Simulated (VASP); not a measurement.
# CO in VASP: single point with PBE+D3(BJ)

Aim: the single point of CO with PBE+D3(BJ).

Program: VASP 6.6.1. These are calculated values, not measurements. Logs are shortened: lines on timing, memory, paths and dates and some standing lists are left out, and cuts for length are marked.

### Step 1. The cell of the first run

The cell holds a molecule in a box, 2 atoms: a = 7.667 Å, b = 7.667 Å, c = 28.778 Å, α = 90.00°, β = 90.00°, γ = 90.00°.

### Step 2. Single point, PBE+D3(BJ)

File INCAR:

```
PREC     = Accurate       # precision mode
ENCUT    = 520            # plane-wave cutoff, eV
EDIFF    = 1E-6           # SCF threshold, eV
ISMEAR   = 0              # smearing method
SIGMA    = 0.05           # smearing width, eV
LREAL    = F              # projectors in reciprocal space
LASPH    = T              # aspherical terms in the spheres
NELM     = 80             # most SCF steps
ALGO     = Normal         # electronic algorithm
ISIF     = 2              # what is computed and relaxed
LWAVE    = F              # write WAVECAR
LCHARG   = F              # write CHGCAR
LDIPOL   = T            
IDIPOL   = 3            
DIPOL    = 0.5 0.5 0.668
GGA      = PE             # functional
IVDW     = 12             # dispersion correction
NBANDS   = 12             # bands
```

File KPOINTS:

```
Automatic mesh
0
Gamma
  2 2 1
```

File POSCAR:

```
CO
1.0
    7.6671877233      0.0000000000      0.0000000000
    0.0000000000      7.6671877233      0.0000000000
    0.0000000000      0.0000000000     28.7779408436
C O
1 1
Direct
    0.6643287802      0.7647505295      0.6556004275
    0.7394822165      0.6745984093      0.6795183833
```

Potentials or basis: VASP PAW PBE potentials, release 64 (C, O).

The run is started by

```
cat potpaw_PBE.64/C/POTCAR potpaw_PBE.64/O/POTCAR > POTCAR
mpirun -np 1 vasp_std > vasp.out
```

OUTCAR:

```text
PREC = Accurate
   ENCUT = 520
   EDIFF = 1E-6
   ISMEAR = 0
   LREAL = F
   LASPH = T
   NELM = 80
   ISIF = 2
   GGA = PE
   IVDW = 12
 IVDW          = 12

 ion  position               nearest neighbor table
   1  0.664  0.765  0.656-   2 1.13
   2  0.739  0.675  0.680-   1 1.13

  LATTYP: Found a simple tetragonal cell.
 ALAT       =     7.6671877233
 C/A-ratio  =     3.7533893628

  Lattice vectors:

 A1 = (   7.6671877233,   0.0000000000,   0.0000000000)
 A2 = (   0.0000000000,   7.6671877233,   0.0000000000)
 A3 = (   0.0000000000,   0.0000000000,  28.7779408436)

Analysis of symmetry for initial positions (statically):
=====================================================================
 Subroutine PRICEL returns:
 Original cell was already a primitive cell.

 Routine SETGRP: Setting up the symmetry group for a
 simple tetragonal supercell.

 Subroutine GETGRP returns: Found  1 space group operations
 (whereof  1 operations were pure point group operations)
 out of a pool of 16 trial point group operations.

The static configuration has the point symmetry C_1 .

Analysis of symmetry for dynamics (positions and initial velocities):
=====================================================================
 Subroutine PRICEL returns:
 Original cell was already a primitive cell.

 Routine SETGRP: Setting up the symmetry group for a
 simple tetragonal supercell.

 Subroutine GETGRP returns: Found  1 space group operations
 (whereof  1 operations were pure point group operations)
 out of a pool of 16 trial point group operations.

The dynamic configuration has the point symmetry C_1 .

 Subroutine INISYM returns: Found  1 space group operations
 (whereof  1 operations are pure point group operations),
 and found     1 'primitive' translations

----------------------------------------------------------------------------------------

                                     Primitive cell

  volume of cell :    1691.7333

  direct lattice vectors                    reciprocal lattice vectors
     7.667187723  0.000000000  0.000000000     0.130425918  0.000000000  0.000000000
     0.000000000  7.667187723  0.000000000     0.000000000  0.130425918  0.000000000
     0.000000000  0.000000000 28.777940844     0.000000000  0.000000000  0.034748838

  length of vectors
     7.667187723  7.667187723 28.777940844     0.130425918  0.130425918  0.034748838

  position of ions in fractional coordinates (direct lattice)
     0.664328780  0.764750529  0.655600427
     0.739482217  0.674598409  0.679518383

  ion indices of the primitive-cell ions
   primitive index   ion index
                 1           1
                 2           2

----------------------------------------------------------------------------------------

 KPOINTS: Automatic mesh

Automatic generation of k-mesh.
 Grid dimensions read from file:
 generate k-points for:    2    2    1

 Generating k-lattice:

  Cartesian coordinates                     Fractional coordinates (reciprocal lattice)
     0.065212959  0.000000000  0.000000000     0.500000000  0.000000000  0.000000000
     0.000000000  0.065212959  0.000000000     0.000000000  0.500000000  0.000000000
     0.000000000  0.000000000  0.034748838     0.000000000  0.000000000  1.000000000

  Length of vectors
     0.065212959  0.065212959  0.034748838

  Shift w.r.t. Gamma in fractional coordinates (k-lattice)
     0.000000000  0.000000000  0.000000000

 Subroutine IBZKPT returns following result:
 ===========================================

 Found      4 irreducible k-points:

 Following reciprocal coordinates:
            Coordinates               Weight
  0.000000  0.000000  0.000000      1.000000
  0.500000  0.000000  0.000000      1.000000
  0.000000  0.500000  0.000000      1.000000
  0.500000  0.500000  0.000000      1.000000
   k-points           NKPTS =      4   k-points in BZ     NKDIM =      4   number of bands    NBANDS=     12
   number of dos      NEDOS =    301   number of ions     NIONS =      2
   total plane-waves  NPLWV = 777600
   dimension x,y,z NGX =    60 NGY =   60 NGZ =  216
   dimension x,y,z NGXF=   120 NGYF=  120 NGZF=  432
   ions per type =               1   1
   NGX,Y,Z   is equivalent  to a cutoff of  13.01, 13.01, 12.48 a.u.
   NGXF,Y,Z  is equivalent  to a cutoff of  26.02, 26.02, 24.96 a.u.
 SYSTEM =  unknown system
   PREC   = accura    normal or accurate (medium, high low for compatibility)
   ISTART =      0    job   : 0-new  1-cont  2-samecut
   ICHARG =      2    charge: 1-file 2-atom 10-const
   ISPIN  =      1    spin polarized calculation?
   LNONCOLLINEAR =      F non collinear calculations
   LSORBIT =      F    spin-orbit coupling
   LASPH  =      T    aspherical Exc in radial PAW
   ENCUT  =  520.0 eV  38.22 Ry    6.18 a.u.  14.26 14.26 53.51*2*pi/ulx,y,z
   NELM   =     80;   NELMIN=  2; NELMDL= -5     # of ELM steps
   EDIFF  = 0.1E-05   stopping-criterion for ELM
   LREAL  =      F    real-space projection
   EDIFFG = 0.1E-04   stopping-criterion for IOM
   NSW    =      0    number of steps for IOM
   IBRION =     -1    ionic relax: 0-MD 1-quasi-New 2-CG
   NFREE  =      0    steps in history (QN), initial steepest desc. (CG)
   ISIF   =      2    stress and relaxation
   ISYM   =      2    0-nonsym 1-usesym 2-fastsym
   POTIM  = 0.5000    time-step for ionic-motion
   TEBEG  =    0.0;   TEEND  =   0.0 temperature during run
   PSTRESS=    0.0 pullay stress
   NELECT =      10.0000    total number of electrons
   NUPDOWN=      -1.0000    fix difference up-down
   EMIN   =  10.00;   EMAX   =-10.00  energy-range for DOS
   EFERMI =   0.00;   METHOD = LEGACY
   ISMEAR =     0;   SIGMA  =   0.05  broadening in eV -4-tet -1-fermi 0-gaus
   EFERMI_NEDOS =   21; number of points for ismear=-14 and -15
   IALGO  =     38    algorithm
   IMIX   =      4    mixing-type and parameters
     AMIX     =   0.40;   BMIX     =  1.00
     AMIX_MAG =   1.60;   BMIX_MAG =  1.00
  volume/ion in A,a.u.               =     845.87      5708.19
  Fermi-wavevector in a.u.,A,eV,Ry     =   0.296004  0.559366  1.192120  0.087618
  Thomas-Fermi vector in A             =   1.160119
   LORBIT       =      0    0 simple, 1 ext, 2 COOP (PROOUT), +10 PAW based schemes
   GGA     = PE    functional components
   LHFCALC =     F    Hartree Fock is set to
   AEXX    =    0.0000 exact exchange contribution
   IVDW    =    12    specifies the selected vdW correction
   LEPSILON=     F    determine dielectric tensor
   LRPA    =     F    only Hartree local field effects (RPA)
 non-spin polarized calculation
 Gauss-broadening in eV      SIGMA  =   0.05
  energy-cutoff  :      520.00
  volume of cell :     1691.73
 maximum number of plane-waves:     45576
 NGX is ok and might be reduce to    60
   NGX = 29   NGY = 29   NGZ =107

 dipolmoment           0.000000      0.000000      0.006752 electrons x Angstroem

 number of electron      10.0000006 magnetization

 dipolmoment           0.000000      0.000000     -0.022418 electrons x Angstroem

 Free energy of the ion-electron system (eV)
  ---------------------------------------------------
  ext. energy  EPLUGINS =         0.00000000
  ---------------------------------------------------
  free energy    TOTEN  =       -14.78595746 eV

  energy without entropy =      -14.78595746  energy(sigma->0) =      -14.78595746

 E-fermi :  -8.7346     XC(G=0):  -0.3819

 val. band max:       -8.9673690000   @ k =   0.5000   0.5000   0.0000
 cond. band min:      -1.9846418625   @ k =   0.5000   0.0000   0.0000
 fundamental gap:      6.9827271374
 Fermi energy:        -8.7346488284

 k-point     1 :       0.0000    0.0000    0.0000
  band No.  band energies     occupation
      1     -29.3338      2.00000
      2     -13.9743      2.00000
      3     -11.7559      2.00000
      4     -11.7557      2.00000
      5      -8.9689      2.00000
      6      -1.9834      0.00000
      7      -1.9799      0.00000
      8      -0.3319      0.00000
      9       0.1214      0.00000
     10       0.1530      0.00000
     11       0.5860      0.00000
     12       0.6788      0.00000

 k-point     2 :       0.5000    0.0000    0.0000
  band No.  band energies     occupation
      1     -29.3339      2.00000
      2     -13.9743      2.00000
      3     -11.7561      2.00000
      4     -11.7557      2.00000
      5      -8.9682      2.00000
      6      -1.9846      0.00000
      7      -1.9811      0.00000
      8       0.2357      0.00000
      9       0.3273      0.00000
     10       0.7151      0.00000
     11       0.7650      0.00000
     12       0.7754      0.00000

 k-point     3 :       0.0000    0.5000    0.0000
  band No.  band energies     occupation
      1     -29.3339      2.00000
      2     -13.9743      2.00000
      3     -11.7559      2.00000
      4     -11.7558      2.00000
      5      -8.9681      2.00000
      6      -1.9801      0.00000
      7      -1.9799      0.00000
      8       0.2156      0.00000
      9       0.3260      0.00000
     10       0.7181      0.00000
     11       0.7624      0.00000
     12       0.7756      0.00000

 k-point     4 :       0.5000    0.5000    0.0000
  band No.  band energies     occupation
      1     -29.3339      2.00000
      2     -13.9744      2.00000
      3     -11.7561      2.00000
      4     -11.7559      2.00000
      5      -8.9674      2.00000
      6      -1.9820      0.00000
      7      -1.9780      0.00000
      8       0.6788      0.00000
      9       0.8079      0.00000
     10       0.9236      0.00000
     11       1.0885      0.00000
     12       1.2837      0.00000

------------------------ aborting loop because EDIFF is reached ----------------------------------------

 vacuum level on the upper side and lower side of the slab       (xc-potential included)        -0.038         0.030

 Edisp (eV)   -0.01196

 E8    (eV) :    -0.0035

  FORCE on cell =-STRESS in cart. coord.  units (eV):
  Direction    XX          YY          ZZ          XY          YZ          ZX
  --------------------------------------------------------------------------------------
  -------------------------------------------------------------------------------------
  Total       0.31172     0.46580     0.46492    -0.42312    -0.50512     0.42128
  in kB       0.29522     0.44114     0.44031    -0.40072    -0.47838     0.39898
  external pressure =        0.39 kB  Pullay stress =        0.00 kB

 VOLUME and BASIS-vectors are now :
 -----------------------------------------------------------------------------
  energy-cutoff  :      520.00
  volume of cell :     1691.73
      direct lattice vectors                 reciprocal lattice vectors
     7.667187723  0.000000000  0.000000000     0.130425918  0.000000000  0.000000000
     0.000000000  7.667187723  0.000000000     0.000000000  0.130425918  0.000000000
     0.000000000  0.000000000 28.777940844     0.000000000  0.000000000  0.034748838

 POSITION                                       TOTAL-FORCE (eV/Angst)
 -----------------------------------------------------------------------------------
      5.09353      5.86349     18.86683        -0.619353      0.742083     -0.738311
      5.66975      5.17227     19.55514         0.619353     -0.742083      0.738311
 -----------------------------------------------------------------------------------
    total drift:                                0.000542      0.000327     -0.000363

  FREE ENERGIE OF THE ION-ELECTRON SYSTEM (eV)
  ---------------------------------------------------
  free  energy   TOTEN  =       -14.7979175725 eV

  energy  without entropy=      -14.7979175725  energy(sigma->0) =      -14.79791757

 vacuum level on the upper side and lower side of the slab         0.058         0.126
```

Run time: 7.8 min. Hardware: 1 thread of Intel Xeon 8259CL, shared host; peak memory 1.2 GiB.

What came out:

```
Free energy                     : -14.7979 eV
Largest force                   : 1.216 eV/Å
Gap between the frontier levels : 6.98 eV
Dispersion energy per atom      : -0.006 eV
```

Forces in eV/Å, atoms in the order of the input:
```
C   -0.619  0.742 -0.738
O    0.619 -0.742  0.738
```

Levels at points of the mesh, in eV from the valence-band top:
| k point | band 1 | band 2 | band 3 | band 4 | band 5 | band 6 | band 7 | band 8 | band 9 | band 10 |
| --- | --- | --- | --- | --- | --- | --- | --- | --- | --- | --- |
| (0.00, 0.00, 0.00) | -20.37 | -5.01 | -2.79 | -2.79 | 0.00 | 6.98 | 6.99 | 8.64 | 9.09 | 9.12 |
| (0.50, 0.00, 0.00) | -20.37 | -5.01 | -2.79 | -2.79 | 0.00 | 6.98 | 6.99 | 9.20 | 9.29 | 9.68 |
| (0.00, 0.50, 0.00) | -20.37 | -5.01 | -2.79 | -2.79 | 0.00 | 6.99 | 6.99 | 9.18 | 9.29 | 9.69 |
| (0.50, 0.50, 0.00) | -20.37 | -5.01 | -2.79 | -2.79 | 0.00 | 6.99 | 6.99 | 9.65 | 9.78 | 9.89 |
